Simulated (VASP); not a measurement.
# Tl (P4_2/mcm) in VASP: further runs

The runs below take Tl through single point, relaxation of cell and atoms, with PBE.

Program: VASP 6.6.1. These are calculated values, not measurements. Logs are shortened: lines on timing, memory, paths and dates and some standing lists are left out, and cuts for length are marked.

## 1. The cell of the first run

Symmetry: P4_2/mcm, No. 132, tetragonal system. The conventional cell has a = 5.487 Å, b = 5.487 Å, c = 3.886 Å, α = 90.00°, β = 90.00°, γ = 90.00°. Tl (site symmetry m2m) has 11 Tl at 2.94 to 3.89 Å within 3.9 Å.

## 2. Single point, PBE

INCAR

```
SYSTEM = Tl
PREC = Accurate
ENCUT = 520
EDIFF = 1E-6
ISMEAR = 0
SIGMA = 0.1
LREAL = .FALSE.
LASPH = .TRUE.
NELM = 60
ALGO = Normal
ISIF = 2
LWAVE = .FALSE.
LCHARG = .FALSE.
GGA = PE
NBANDS = 34
```

KPOINTS

```
Automatic mesh
0
G
  4 4 4
  0 0 0
```

POSCAR

```
Tl
1.0
    5.4873540200      0.0000000000      0.0000000000
    0.0000000000      5.4873540200      0.0000000000
    0.0000000000      0.0000000000      3.8857094300
Tl
4
Direct
    0.2989438400      0.7010561600      0.0000000000
    0.2989438400      0.2989438400      0.5000000000
    0.7010561600      0.7010561600      0.5000000000
    0.7010561600      0.2989438400      0.0000000000
```

Potentials or basis: VASP PAW PBE potentials, release 64 (Tl_d).

The run is started by

```sh
cat potpaw_PBE.64/Tl_d/POTCAR > POTCAR
mpirun -np 1 vasp_std > vasp.out
```

OUTCAR:

```text
SYSTEM = Tl
   PREC = Accurate
   ENCUT = 520
   EDIFF = 1E-6
   ISMEAR = 0
   LREAL = .FALSE.
   LASPH = .TRUE.
   NELM = 60
   ISIF = 2
   GGA = PE

 ion  position               nearest neighbor table
   1  0.299  0.701  0.000-   2 2.94   3 2.94   2 2.94   3 2.94   4 3.12   2 3.81   2 3.81   3 3.81
                             3 3.81   4 3.95   4 3.95
   2  0.299  0.299  0.500-   1 2.94   4 2.94   1 2.94   4 2.94   3 3.12   1 3.81   1 3.81   4 3.81
                             4 3.81   3 3.95   3 3.95
   3  0.701  0.701  0.500-   1 2.94   4 2.94   1 2.94   4 2.94   2 3.12   1 3.81   4 3.81   4 3.81
                             1 3.81   2 3.95   2 3.95
   4  0.701  0.299  0.000-   2 2.94   3 2.94   2 2.94   3 2.94   1 3.12   2 3.81   2 3.81   3 3.81
                             3 3.81   1 3.95   1 3.95

  LATTYP: Found a simple tetragonal cell.
 ALAT       =     5.4873540200
 C/A-ratio  =     0.7081207839

  Lattice vectors:

 A1 = (   5.4873540200,   0.0000000000,   0.0000000000)
 A2 = (   0.0000000000,   5.4873540200,   0.0000000000)
 A3 = (   0.0000000000,   0.0000000000,   3.8857094300)

Analysis of symmetry for initial positions (statically):
=====================================================================
 Subroutine PRICEL returns:
 Original cell was already a primitive cell.

 Routine SETGRP: Setting up the symmetry group for a
 simple tetragonal supercell.

 Subroutine GETGRP returns: Found 16 space group operations
 (whereof  8 operations were pure point group operations)
 out of a pool of 16 trial point group operations.

The static configuration has the point symmetry D_2h.
 The point group associated with its full space group is D_4h.

Analysis of symmetry for dynamics (positions and initial velocities):
=====================================================================
 Subroutine PRICEL returns:
 Original cell was already a primitive cell.

 Routine SETGRP: Setting up the symmetry group for a
 simple tetragonal supercell.

 Subroutine GETGRP returns: Found 16 space group operations
 (whereof  8 operations were pure point group operations)
 out of a pool of 16 trial point group operations.

The dynamic configuration has the point symmetry D_2h.
 The point group associated with its full space group is D_4h.

 Subroutine INISYM returns: Found 16 space group operations
 (whereof  8 operations are pure point group operations),
 and found     1 'primitive' translations

----------------------------------------------------------------------------------------

                                     Primitive cell

[... 89 lines left out ...]
   EDIFFG = 0.1E-04   stopping-criterion for IOM
   NSW    =      0    number of steps for IOM
   IBRION =     -1    ionic relax: 0-MD 1-quasi-New 2-CG
   NFREE  =      0    steps in history (QN), initial steepest desc. (CG)
   ISIF   =      2    stress and relaxation
   ISYM   =      2    0-nonsym 1-usesym 2-fastsym
   POTIM  = 0.5000    time-step for ionic-motion
   TEBEG  =    0.0;   TEEND  =   0.0 temperature during run
   PSTRESS=    0.0 pullay stress
   NELECT =      52.0000    total number of electrons
   NUPDOWN=      -1.0000    fix difference up-down
   EMIN   =  10.00;   EMAX   =-10.00  energy-range for DOS
   EFERMI =   0.00;   METHOD = LEGACY
   ISMEAR =     0;   SIGMA  =   0.10  broadening in eV -4-tet -1-fermi 0-gaus
   EFERMI_NEDOS =   21; number of points for ismear=-14 and -15
   IALGO  =     38    algorithm
   IMIX   =      4    mixing-type and parameters
     AMIX     =   0.40;   BMIX     =  1.00
     AMIX_MAG =   1.60;   BMIX_MAG =  1.00
  volume/ion in A,a.u.               =      29.25       197.39
  Fermi-wavevector in a.u.,A,eV,Ry     =   1.249330  2.360891 21.236321  1.560826
  Thomas-Fermi vector in A             =   2.383376
   LORBIT       =      0    0 simple, 1 ext, 2 COOP (PROOUT), +10 PAW based schemes
   GGA     = PE    functional components
   LHFCALC =     F    Hartree Fock is set to
   AEXX    =    0.0000 exact exchange contribution
   IVDW    =     0    specifies the selected vdW correction
   LEPSILON=     F    determine dielectric tensor
   LRPA    =     F    only Hartree local field effects (RPA)
 non-spin polarized calculation
 Gauss-broadening in eV      SIGMA  =   0.10
  energy-cutoff  :      520.00
  volume of cell :      117.00
 maximum number of plane-waves:      3192
 NGX is ok and might be reduce to    42
   NGX = 21   NGY = 21   NGZ = 15

 number of electron      51.9999982 magnetization

 Free energy of the ion-electron system (eV)
  ---------------------------------------------------
  ext. energy  EPLUGINS =         0.00000000
  ---------------------------------------------------
  free energy    TOTEN  =        -6.85737964 eV

  energy without entropy =       -6.83197003  energy(sigma->0) =       -6.84467484

 E-fermi :   6.3960     XC(G=0):  -9.9350

 val. band max:        6.3767937380   @ k =   0.2500   0.2500   0.2500
 cond. band min:       6.4012548673   @ k =   0.5000   0.5000   0.2500
 fundamental gap:      0.0244611294
 Fermi energy:         6.3960015697

 k-point     1 :       0.0000    0.0000    0.0000
  band No.  band energies     occupation
      1      -6.2789      2.00000
      2      -6.1156      2.00000
      3      -6.0930      2.00000
      4      -6.0571      2.00000
      5      -6.0571      2.00000
      6      -6.0463      2.00000
[... 655 lines left out ...]
     33      13.4593      0.00000
     34      13.4593      0.00000

------------------------ aborting loop because EDIFF is reached ----------------------------------------

  FORCE on cell =-STRESS in cart. coord.  units (eV):
  Direction    XX          YY          ZZ          XY          YZ          ZX
  --------------------------------------------------------------------------------------
  -------------------------------------------------------------------------------------
  Total        7.6075689      7.6075689      8.7811037      0.0000000      0.0000000      0.0000000
  in kB      104.1742053    104.1742053    120.2439980      0.0000000      0.0000000      0.0000000
  external PRESSURE =     109.5308029 kB  Pullay stress =       0.0000000 kB

 VOLUME and BASIS-vectors are now :
 -----------------------------------------------------------------------------
  energy-cutoff  :      520.00
  volume of cell :      117.00
      direct lattice vectors                 reciprocal lattice vectors
     5.487354020  0.000000000  0.000000000     0.182237194  0.000000000  0.000000000
     0.000000000  5.487354020  0.000000000     0.000000000  0.182237194  0.000000000
     0.000000000  0.000000000  3.885709430     0.000000000  0.000000000  0.257353263

 POSITION                                       TOTAL-FORCE (eV/Angst)
 -----------------------------------------------------------------------------------
      1.64041      3.84694      0.00000        -2.063406      2.063406     -0.000000
      1.64041      1.64041      1.94285        -2.063406     -2.063406      0.000000
      3.84694      3.84694      1.94285         2.063406      2.063406     -0.000000
      3.84694      1.64041      0.00000         2.063406     -2.063406      0.000000
 -----------------------------------------------------------------------------------
    total drift:                                0.000000      0.000000      0.000000

  FREE ENERGIE OF THE ION-ELECTRON SYSTEM (eV)
  ---------------------------------------------------
  free  energy   TOTEN  =        -6.8573796443 eV

  energy  without entropy=       -6.8319700304  energy(sigma->0) =       -6.84467484
```

OSZICAR:

```text
N       E                     dE             d eps       ncg     rms          rms(c)
DAV:   1     0.306209577622E+03    0.30621E+03   -0.28165E+04  1232   0.145E+03
DAV:   2     0.673694355957E+00   -0.30554E+03   -0.29984E+03  1330   0.333E+02
DAV:   3    -0.694978808712E+01   -0.76235E+01   -0.75334E+01  1420   0.453E+01
DAV:   4    -0.702137596837E+01   -0.71588E-01   -0.71486E-01  1336   0.420E+00
DAV:   5    -0.702289320567E+01   -0.15172E-02   -0.15172E-02  1380   0.600E-01    0.824E+00
DAV:   6    -0.688412020697E+01    0.13877E+00   -0.24112E-01  1272   0.311E+00    0.517E+00
DAV:   7    -0.686052629089E+01    0.23594E-01   -0.13676E-01  1324   0.227E+00    0.986E-01
DAV:   8    -0.685738812383E+01    0.31382E-02   -0.22823E-02  1264   0.868E-01    0.726E-02
DAV:   9    -0.685737145865E+01    0.16665E-04   -0.28952E-04  1342   0.985E-02    0.279E-02
DAV:  10    -0.685737908165E+01   -0.76230E-05   -0.21544E-05  1398   0.265E-02    0.743E-03
DAV:  11    -0.685737964427E+01   -0.56262E-06   -0.37180E-06  1060   0.956E-03
   1 F= -.68573796E+01 E0= -.68446748E+01  d E =-.254096E-01
```

stdout:

```text
POSCAR found type information on POSCAR Tl
 POSCAR found :  1 types and       4 ions
 scaLAPACK will be used
 LDA part: xc-table for (Slater+PW92), standard interpolation
 POSCAR, INCAR and KPOINTS ok, starting setup
 FFT: planning ... GRIDC
 FFT: planning ... GRID_SOFT
 FFT: planning ... GRID
 WAVECAR not read
 entering main loop
```

Wall time 23 s (1 thread of AMD EPYC 9R45 (Zen 5), shared host); peak memory 0.2 GiB.

What came out:

```
Free energy            : -6.8574 eV
Pressure               : 11.0 GPa
Largest force          : 2.918 eV/Å
Band gap on the k mesh : zero (band 26 reaches 9.28 eV, above the bottom of band 27 at 4.82 eV)
```

Forces in eV/Å, atoms in the order of the input:
```
Tl  -2.063  2.063  0.000
Tl  -2.063 -2.063  0.000
Tl   2.063  2.063  0.000
Tl   2.063 -2.063  0.000
```

Stress tensor (GPa, compression positive):
```
10.42  0.00  0.00
 0.00 10.42  0.00
 0.00  0.00 12.02
```

Caveat: the k points lie up to 0.40 Å⁻¹ apart; spin-orbit coupling is left out, which moves the levels of the heavy elements; forces of over 1 eV/Å act on the atoms, so gaps and moduli don't describe the material at rest.

## 3. Relaxation of cell and atoms, PBE

INCAR

```
SYSTEM = Tl
ALGO     = Normal         ! electronic algorithm
EDIFF    = 1E-7           ! SCF threshold, eV
EDIFFG   = -0.04          ! ionic threshold
ENCUT    = 600            ! plane-wave cutoff, eV
GGA      = PE             ! functional
IBRION   = 2              ! ionic algorithm
ISIF     = 3              ! what is computed and relaxed
ISMEAR   = 0              ! smearing method
LASPH    = .TRUE.         ! aspherical terms in the spheres
LCHARG   = .FALSE.        ! write CHGCAR
LREAL    = .FALSE.        ! projectors in reciprocal space
LWAVE    = .FALSE.        ! write WAVECAR
NELM     = 60             ! most SCF steps
NSW      = 90             ! ionic steps
PREC     = Accurate       ! precision mode
SIGMA    = 0.1            ! smearing width, eV
```

KPOINTS

```
k-points
0
G
  4 4 4
  0 0 0
```

POSCAR is that of step 2.

Potentials or basis: VASP PAW PBE potentials, release 64 (Tl_d).

The run is started by

```sh
cat potpaw_PBE.64/Tl_d/POTCAR > POTCAR
mpirun -np 1 vasp_std > vasp.out
```

It took 6.1 min on 1 thread of AMD EPYC 9R45 (Zen 5), shared host; peak memory 0.26 GiB.

Results (log left out):

| Item | Value |
| --- | --- |
| Free energy | -8.7642 eV |
| Relaxed volume | 31.65 Å³/atom |
| Relaxed cell | a = 5.415 Å, b = 5.415 Å, c = 4.318 Å, α = 90.00°, β = 90.00°, γ = 90.00° |
| Space group after relaxing (to 0.05 Å) | I4/mmm (No. 139) |
| Energy gained by relaxing | 476.7 meV/atom |
| Ionic steps | 16 |
| Pressure after relaxing | -0.1 GPa |
| Largest force after relaxing | 0.015 eV/Å |
| Band gap on the k mesh | zero (band 26 reaches 8.20 eV, above the bottom of band 27 at 3.12 eV) |

Forces on the atoms (eV/Å):
```
Tl   0.011 -0.011  0.000
Tl   0.011  0.011  0.000
Tl  -0.011 -0.011  0.000
Tl  -0.011  0.011  0.000
```

Stress tensor (GPa, compression positive):
```
-0.13  0.00  0.00
 0.00 -0.13  0.00
 0.00  0.00  0.08
```

The path:
| step | energy change (eV) | largest force (eV/Å) | pressure (GPa) | volume (Å³) |
| --- | --- | --- | --- | --- |
| 1 | 0.0000 | 2.9179 | 11.03 | 117.00 |
| 2 | -1.3988 | 0.3708 | -1.85 | 154.52 |
| 3 | -1.4164 | 0.5472 | -1.08 | 148.39 |
| 4 | -1.4168 | 0.5249 | -1.18 | 149.07 |
| 5 | -1.5092 | 0.5079 | -1.03 | 144.60 |
| 6 | -1.7440 | 0.4209 | -0.26 | 131.72 |
| 7 | -1.6126 | 0.1176 | 5.96 | 108.18 |
| 8 | -1.8095 | 0.3212 | 0.95 | 123.90 |
| 9 | -1.8160 | 0.2602 | 1.67 | 120.56 |
| 10 | -1.8823 | 0.0686 | 0.95 | 122.17 |
| 11 | -1.8984 | 0.0042 | 0.66 | 123.20 |
| 12 | -1.8930 | 0.1582 | 0.22 | 125.18 |
| 13 | -1.9021 | 0.0264 | 0.52 | 123.86 |
| 14 | -1.9024 | 0.0439 | 0.44 | 124.11 |
| 15 | -1.9065 | 0.0217 | 0.07 | 125.93 |
| 16 | -1.9067 | 0.0154 | -0.06 | 126.60 |

Final structure:
```xyz
4
Lattice="5.4150 0.0000 0.0000 0.0000 5.4150 0.0000 0.0000 0.0000 4.3175" Properties=species:S:1:pos:R:3 pbc="T T T"
Tl    1.3464    4.0686    0.0000
Tl    1.3464    1.3464    2.1588
Tl    4.0686    4.0686    2.1588
Tl    4.0686    1.3464    0.0000
```

Levels at points of the mesh, in eV from the Fermi level:
```
           k point  band 22  band 23  band 24  band 25  band 26  band 27  band 28  band 29  band 30  band 31
(0.00, 0.00, 0.00)    -4.82    -4.82    -2.54    -2.25    -2.25     0.03     2.04     2.04     4.45     4.45
(0.50, 0.00, 0.00)    -8.09    -3.99    -3.96    -0.66    -0.60     1.70     1.76     3.03     3.05     3.55
(0.50, 0.50, 0.00)    -6.75    -6.75    -6.69     2.47     2.49     2.49     2.50     3.41     3.41     3.47
(0.00, 0.00, 0.50)    -7.35    -4.43    -4.43     0.45     0.45     0.45     0.45     1.06     1.06     3.89
(0.50, 0.00, 0.50)    -6.06    -6.01    -6.01     0.02     0.02     0.06     0.06     1.89     1.89     1.94
(0.50, 0.50, 0.50)    -5.39    -5.39    -5.39    -2.59    -2.59    -2.59    -2.59     5.83     5.83     5.83
```

Caveat: the k points lie up to 0.36 Å⁻¹ apart in the final cell; spin-orbit coupling is left out, which moves the levels of the heavy elements.
